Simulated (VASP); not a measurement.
# Be4Se3 (P-4m2) in VASP: relaxation of cell and atoms with PBE

Aim: the relaxation of cell and atoms of Be4Se3 with PBE.

Everything below comes from runs of VASP 6.6.1. Logs are shortened: lines on timing, memory, paths and dates and some standing lists are left out, and cuts for length are marked.

### Step 1. The cell of the first run

Symmetry: P-4m2, No. 115, tetragonal system. Conventional cell: a = 3.600 Å, b = 3.600 Å, c = 8.600 Å, α = 90.00°, β = 90.00°, γ = 90.00°. Be (site symmetry 2mm) has 4 Se at 2.21 to 2.80 Å and 4 Be at 2.69 Å within 2.9 Å. Be (site symmetry 2mm) has 4 Se at 2.21 Å within 2.9 Å. Within 2.9 Å of Se (site symmetry 2mm) lie 6 Be at 2.21 to 2.80 Å. Within 2.9 Å of Se (site symmetry -4m2) lie 4 Be at 2.21 Å.

### Step 2. Relaxation of cell and atoms, PBE

Contents of INCAR:

```
  PREC = Accurate
  ENCUT = 600
  EDIFF = 1E-6
  ISMEAR = 0
  SIGMA = 0.2
  LREAL = False
  LASPH = True
  NELM = 100
  ALGO = Normal
  ISIF = 3
  LWAVE = False
  LCHARG = False
  GGA = PE
  IBRION = 2
  NSW = 36
  EDIFFG = -0.08
```

Contents of KPOINTS:

```
Automatic mesh
0
Gamma
  5 5 2
```

Contents of POSCAR:

```
Be4Se3
1.0
    3.6000000000      0.0000000000      0.0000000000
    0.0000000000      3.6000000000      0.0000000000
    0.0000000000      0.0000000000      8.6000000000
Be Se
4 3
Direct
    0.0000000000      0.5000000000      0.5500000000
    0.0000000000      0.5000000000      0.1500000000
    0.5000000000      0.0000000000      0.8500000000
    0.5000000000      0.0000000000      0.4500000000
    0.5000000000      0.5000000000      0.7000000000
    0.0000000000      0.0000000000      0.0000000000
    0.5000000000      0.5000000000      0.3000000000
```

Potentials or basis: VASP PAW PBE potentials, release 64 (Be, Se).

Started as:

```
> cat potpaw_PBE.64/Be/POTCAR potpaw_PBE.64/Se/POTCAR > POTCAR
> mpirun -np 1 vasp_std > vasp.out
```

OUTCAR:

```text
PREC = Accurate
   ENCUT = 600
   EDIFF = 1E-6
   ISMEAR = 0
   LREAL = False
   LASPH = True
   NELM = 100
   ISIF = 3
   GGA = PE
   IBRION = 2
   NSW = 36
   EDIFFG = -0.08

 ion  position               nearest neighbor table
   1  0.000  0.500  0.550-   5 2.21   5 2.21
   2  0.000  0.500  0.150-   6 2.21   7 2.21   6 2.21   7 2.21
   3  0.500  0.000  0.850-   5 2.21   6 2.21   5 2.21   6 2.21
   4  0.500  0.000  0.450-   7 2.21   7 2.21
   5  0.500  0.500  0.700-   3 2.21   3 2.21   1 2.21   1 2.21
   6  0.000  0.000  0.000-   2 2.21   3 2.21   2 2.21   3 2.21
   7  0.500  0.500  0.300-   2 2.21   2 2.21   4 2.21   4 2.21

  LATTYP: Found a simple tetragonal cell.
 ALAT       =     3.6000000000
 C/A-ratio  =     2.3888888889

  Lattice vectors:

 A1 = (   3.6000000000,   0.0000000000,   0.0000000000)
 A2 = (   0.0000000000,   3.6000000000,   0.0000000000)
 A3 = (   0.0000000000,   0.0000000000,   8.6000000000)

Analysis of symmetry for initial positions (statically):
=====================================================================
 Subroutine PRICEL returns:
 Original cell was already a primitive cell.

 Routine SETGRP: Setting up the symmetry group for a
 simple tetragonal supercell.

 Subroutine GETGRP returns: Found  8 space group operations
 (whereof  8 operations were pure point group operations)
 out of a pool of 16 trial point group operations.

The static configuration has the point symmetry D_2d.

Analysis of symmetry for dynamics (positions and initial velocities):
=====================================================================
 Subroutine PRICEL returns:
 Original cell was already a primitive cell.

 Routine SETGRP: Setting up the symmetry group for a
 simple tetragonal supercell.

 Subroutine GETGRP returns: Found  8 space group operations
 (whereof  8 operations were pure point group operations)
 out of a pool of 16 trial point group operations.

The dynamic configuration has the point symmetry D_2d.

 Subroutine INISYM returns: Found  8 space group operations
 (whereof  8 operations are pure point group operations),
 and found     1 'primitive' translations

----------------------------------------------------------------------------------------

                                     Primitive cell

  volume of cell :     111.4560

  direct lattice vectors                    reciprocal lattice vectors
     3.600000000  0.000000000  0.000000000     0.277777778  0.000000000  0.000000000
     0.000000000  3.600000000  0.000000000     0.000000000  0.277777778  0.000000000
     0.000000000  0.000000000  8.600000000     0.000000000  0.000000000  0.116279070

  length of vectors
     3.600000000  3.600000000  8.600000000     0.277777778  0.277777778  0.116279070

  position of ions in fractional coordinates (direct lattice)
     0.000000000  0.500000000  0.550000000
     0.000000000  0.500000000  0.150000000
     0.500000000  0.000000000  0.850000000
     0.500000000  0.000000000  0.450000000
     0.500000000  0.500000000  0.700000000
     0.000000000  0.000000000  0.000000000
     0.500000000  0.500000000  0.300000000

  ion indices of the primitive-cell ions
   primitive index   ion index
                 1           1
                 2           2
                 3           3
                 4           4
                 5           5
                 6           6
                 7           7

----------------------------------------------------------------------------------------

 KPOINTS: Automatic mesh

Automatic generation of k-mesh.
 Grid dimensions read from file:
 generate k-points for:    5    5    2

 Generating k-lattice:

  Cartesian coordinates                     Fractional coordinates (reciprocal lattice)
     0.055555556  0.000000000  0.000000000     0.200000000  0.000000000  0.000000000
     0.000000000  0.055555556  0.000000000     0.000000000  0.200000000  0.000000000
     0.000000000  0.000000000  0.058139535     0.000000000  0.000000000  0.500000000

  Length of vectors
     0.055555556  0.055555556  0.058139535

  Shift w.r.t. Gamma in fractional coordinates (k-lattice)
     0.000000000  0.000000000  0.000000000

 Subroutine IBZKPT returns following result:
 ===========================================

 Found     12 irreducible k-points:

 Following reciprocal coordinates:
            Coordinates               Weight
  0.000000  0.000000  0.000000      1.000000
  0.200000  0.000000  0.000000      4.000000
  0.400000  0.000000  0.000000      4.000000
  0.200000  0.200000  0.000000      4.000000
  0.400000  0.200000  0.000000      8.000000
  0.400000  0.400000  0.000000      4.000000
  0.000000  0.000000  0.500000      1.000000
  0.200000  0.000000  0.500000      4.000000
  0.400000  0.000000  0.500000      4.000000
  0.200000  0.200000  0.500000      4.000000
  0.400000  0.200000  0.500000      8.000000
  0.400000  0.400000  0.500000      4.000000
   k-points           NKPTS =     12   k-points in BZ     NKDIM =     12   number of bands    NBANDS=     17
   number of dos      NEDOS =    301   number of ions     NIONS =      7
   total plane-waves  NPLWV =  63000
   dimension x,y,z NGX =    30 NGY =   30 NGZ =   70
   dimension x,y,z NGXF=    60 NGYF=   60 NGZF=  140
   ions per type =               4   3
   NGX,Y,Z   is equivalent  to a cutoff of  13.85, 13.85, 13.53 a.u.
   NGXF,Y,Z  is equivalent  to a cutoff of  27.71, 27.71, 27.06 a.u.
 SYSTEM =  unknown system
   PREC   = accura    normal or accurate (medium, high low for compatibility)
   ISTART =      0    job   : 0-new  1-cont  2-samecut
   ICHARG =      2    charge: 1-file 2-atom 10-const
   ISPIN  =      1    spin polarized calculation?
   LNONCOLLINEAR =      F non collinear calculations
   LSORBIT =      F    spin-orbit coupling
   LASPH  =      T    aspherical Exc in radial PAW
   ENCUT  =  600.0 eV  44.10 Ry    6.64 a.u.   7.19  7.19 17.18*2*pi/ulx,y,z
   NELM   =    100;   NELMIN=  2; NELMDL= -5     # of ELM steps
   EDIFF  = 0.1E-05   stopping-criterion for ELM
   LREAL  =      F    real-space projection
   EDIFFG = -.8E-01   stopping-criterion for IOM
   NSW    =     36    number of steps for IOM
   IBRION =      2    ionic relax: 0-MD 1-quasi-New 2-CG
   NFREE  =      1    steps in history (QN), initial steepest desc. (CG)
   ISIF   =      3    stress and relaxation
   ISYM   =      2    0-nonsym 1-usesym 2-fastsym
   POTIM  = 0.5000    time-step for ionic-motion
   TEBEG  =    0.0;   TEEND  =   0.0 temperature during run
   PSTRESS=    0.0 pullay stress
   NELECT =      26.0000    total number of electrons
   NUPDOWN=      -1.0000    fix difference up-down
   EMIN   =  10.00;   EMAX   =-10.00  energy-range for DOS
   EFERMI =   0.00;   METHOD = LEGACY
   ISMEAR =     0;   SIGMA  =   0.20  broadening in eV -4-tet -1-fermi 0-gaus
   EFERMI_NEDOS =   21; number of points for ismear=-14 and -15
   IALGO  =     38    algorithm
   IMIX   =      4    mixing-type and parameters
     AMIX     =   0.40;   BMIX     =  1.00
     AMIX_MAG =   1.60;   BMIX_MAG =  1.00
  volume/ion in A,a.u.               =      15.92       107.45
  Fermi-wavevector in a.u.,A,eV,Ry     =   1.007778  1.904424 13.818296  1.015616
  Thomas-Fermi vector in A             =   2.140604
   LORBIT       =      0    0 simple, 1 ext, 2 COOP (PROOUT), +10 PAW based schemes
   GGA     = PE    functional components
   LHFCALC =     F    Hartree Fock is set to
   AEXX    =    0.0000 exact exchange contribution
   IVDW    =     0    specifies the selected vdW correction
   LEPSILON=     F    determine dielectric tensor
   LRPA    =     F    only Hartree local field effects (RPA)
 conjugate gradient relaxation of ions
 non-spin polarized calculation
 Gauss-broadening in eV      SIGMA  =   0.20
  energy-cutoff  :      600.00
  volume of cell :      111.46
 maximum number of plane-waves:      3744
 NGX is ok and might be reduce to    30
   NGX = 15   NGY = 15   NGZ = 35

--------------------------------------- Ionic step        1  -------------------------------------------

 number of electron      25.9999999 magnetization

 Free energy of the ion-electron system (eV)
  ---------------------------------------------------
  ext. energy  EPLUGINS =         0.00000000
  ---------------------------------------------------
  free energy    TOTEN  =       -27.42894151 eV

  energy without entropy =      -27.41236449  energy(sigma->0) =      -27.42065300

------------------------ aborting loop because EDIFF is reached ----------------------------------------

  FORCE on cell =-STRESS in cart. coord.  units (eV):
  Direction    XX          YY          ZZ          XY          YZ          ZX
  --------------------------------------------------------------------------------------
  -------------------------------------------------------------------------------------
  Total       -0.6928828     -0.6928828      5.1835855      0.0000000      0.0000000      0.0000000
  in kB       -9.9601740     -9.9601740     74.5139173      0.0000000      0.0000000      0.0000000
  external PRESSURE =      18.1978564 kB  Pullay stress =       0.0000000 kB
[... 104 lines left out ...]
  FREE ENERGIE OF THE ION-ELECTRON SYSTEM (eV)
  ---------------------------------------------------
  free  energy   TOTEN  =       -27.6032817521 eV

  energy  without entropy=      -27.5937148467  energy(sigma->0) =      -27.59849830

 E-fermi :   5.0855     XC(G=0):  -9.4487

 val. band max:        5.0209082674   @ k =   0.0000   0.0000   0.5000
 cond. band min:       5.3171498303   @ k =   0.4000   0.4000   0.5000
 fundamental gap:      0.2962415629
 Fermi energy:         5.0854643033

 k-point     1 :       0.0000    0.0000    0.0000
  band No.  band energies     occupation
      1     -10.5411      2.00000
      2      -9.8755      2.00000
      3      -9.4597      2.00000
      4      -1.9806      2.00000
      5      -1.4825      2.00000
      6       1.0755      2.00000
[... 9 lines left out ...]
     16       7.6368      0.00000
     17       7.8536      0.00000
[... 203 lines left out ...]
      1      -9.0084      2.00000
      2      -8.8803      2.00000
      3      -8.6940      2.00000
      4      -1.4303      2.00000
      5      -1.2831      2.00000
      6      -1.1652      2.00000
[... 9 lines left out ...]
     16       6.5862      0.00000
     17       7.5733      0.00000

[... ionic steps 4 to 9 ...]

--------------------------------------- Ionic step       10  -------------------------------------------

 number of electron      25.9999998 magnetization

------------------------ aborting loop because EDIFF is reached ----------------------------------------

  FORCE on cell =-STRESS in cart. coord.  units (eV):
  Direction    XX          YY          ZZ          XY          YZ          ZX
  --------------------------------------------------------------------------------------
  -------------------------------------------------------------------------------------
  Total       -0.1127754     -0.1127754      0.0788476      0.0000000     -0.0000000      0.0000000
  in kB       -1.5557142     -1.5557142      1.0876872      0.0000000     -0.0000000      0.0000000
  external PRESSURE =      -0.6745804 kB  Pullay stress =       0.0000000 kB
[... 67 lines left out ...]
  energy  without entropy=      -27.6884139603  energy(sigma->0) =      -27.68961772

--------------------------------------- Ionic step       12  -------------------------------------------

 number of electron      25.9999997 magnetization

 Free energy of the ion-electron system (eV)
  ---------------------------------------------------
  ext. energy  EPLUGINS =         0.00000000
  ---------------------------------------------------
  free energy    TOTEN  =       -27.69176220 eV

  energy without entropy =      -27.68955118  energy(sigma->0) =      -27.69065669

 E-fermi :   4.9205     XC(G=0):  -9.4026

 val. band max:        4.7290688537   @ k =   0.0000   0.0000   0.5000
 cond. band min:       5.2331410339   @ k =   0.4000   0.4000   0.5000
 fundamental gap:      0.5040721802
 Fermi energy:         4.9204589888

 k-point     1 :       0.0000    0.0000    0.0000
  band No.  band energies     occupation
      1     -10.6139      2.00000
      2      -9.9684      2.00000
      3      -9.4793      2.00000
      4      -1.9740      2.00000
      5      -1.5831      2.00000
      6       0.9952      2.00000
[... 9 lines left out ...]
     16       7.5782      0.00000
     17       7.8217      0.00000
[... 252 lines left out ...]
  FREE ENERGIE OF THE ION-ELECTRON SYSTEM (eV)
  ---------------------------------------------------
  free  energy   TOTEN  =       -27.6917621956 eV

  energy  without entropy=      -27.6895511819  energy(sigma->0) =      -27.69065669

 reached required accuracy - stopping structural energy minimisation
```

Wall time 6 min (1 thread of AMD EPYC 7R13, shared host); peak memory 0.26 GiB.

What came out:

```
Free energy                           : -27.6918 eV
Relaxed volume                        : 16.58 Å³/atom
Relaxed cell                          : a = 3.533 Å, b = 3.533 Å, c = 9.299 Å, α = 90.00°, β = 90.00°, γ = 90.00°
Space group after relaxing (to 0.1 Å) : P-4m2 (No. 115)
Energy gained by relaxing             : 37.5 meV/atom
Ionic steps                           : 12
Pressure after relaxing               : 0.0 GPa
Largest force after relaxing          : 0.018 eV/Å
Band gap on the k mesh                : 0.50 eV (least direct gap 1.78 eV)
```

Forces in eV/Å, atoms in the order of the input:
```
Be   0.000  0.000  0.018
Be   0.000  0.000 -0.016
Be   0.000  0.000  0.016
Be   0.000  0.000 -0.018
Se   0.000  0.000 -0.004
Se   0.000  0.000  0.000
Se   0.000  0.000  0.004
```

The path:
| step | energy change (eV) | largest force (eV/Å) | pressure (GPa) | volume (Å³) |
| --- | --- | --- | --- | --- |
| 1 | 0.0000 | 0.5797 | 1.82 | 111.46 |
| 2 | -0.1531 | 0.2410 | -0.43 | 114.34 |
| 3 | -0.1743 | 0.4261 | -1.58 | 116.05 |
| 4 | -0.2100 | 0.3500 | -0.08 | 113.84 |
| 5 | -0.2125 | 0.3217 | 0.48 | 113.09 |
| 6 | -0.2270 | 0.2233 | 0.45 | 113.53 |
| 7 | -0.2416 | 0.3730 | 0.37 | 114.67 |
| 8 | -0.2513 | 0.2630 | -0.01 | 115.56 |
| 9 | -0.2561 | 0.1331 | -0.50 | 116.76 |
| 10 | -0.2610 | 0.1071 | -0.07 | 116.14 |
| 11 | -0.2619 | 0.0906 | 0.21 | 115.76 |
| 12 | -0.2628 | 0.0183 | 0.04 | 116.04 |

Final structure:
```
Be Se
1.0
     3.53252    0.00000    0.00000
     0.00000    3.53252    0.00000
     0.00000    0.00000    9.29883
Be Se
4 3
Direct
  0.00000 0.50000 0.56724
  0.00000 0.50000 0.14296
  0.50000 0.00000 0.85704
  0.50000 0.00000 0.43276
  0.50000 0.50000 0.71254
  0.00000 0.00000 0.00000
  0.50000 0.50000 0.28746
```
